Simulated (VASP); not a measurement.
# MgGe2: single point with PBE

The system is MgGe2.

```xyz
6
Lattice="0.0000 3.9921 3.9921 3.9921 0.0000 3.9921 3.9921 3.9921 0.0000" Properties=species:S:1:pos:R:3 pbc="T T T"
Mg    3.9921    3.9921    3.9921
Mg    5.9882    5.9882    5.9882
Ge    0.9980    0.9980    0.9980
Ge    0.9980    2.9941    2.9941
Ge    2.9941    2.9941    0.9980
Ge    2.9941    0.9980    2.9941
```

```yaml
Program: VASP 6.6.1
Task: single point
Functional: PBE
Potentials_or_basis: VASP PAW PBE potentials, release 64 (Mg, Ge_d)
Cutoff: 520 eV
k_mesh: 4 × 4 × 4
Occupations: gaussian, width 0.1 eV
Spin: no spin polarisation
```

```json
{
 "Pressure": "0.3 GPa",
 "Band gap on the k mesh": "zero (band 30 reaches 5.21 eV, above the bottom of band 31 at 3.29 eV)"
}
```

Levels at points of the mesh, in eV from the Fermi level:
| k point | band 28 | band 29 | band 30 | band 31 | band 32 | band 33 |
| --- | --- | --- | --- | --- | --- | --- |
| (0.00, 0.00, 0.00) | -3.80 | -2.13 | -1.84 | -1.84 | 0.95 | 0.95 |
| (0.50, 0.00, 0.00) | -1.03 | -0.64 | -0.02 | -0.02 | 0.12 | 0.12 |
| (0.50, 0.50, 0.00) | -0.22 | 0.01 | 0.01 | 0.40 | 0.40 | 0.50 |

It took 56 s on 1 thread of Intel(R) Xeon(R) Platinum 8375C CPU @ 2.90GHz (Ice Lake), with other jobs on the host, peak memory 0.25 GiB.
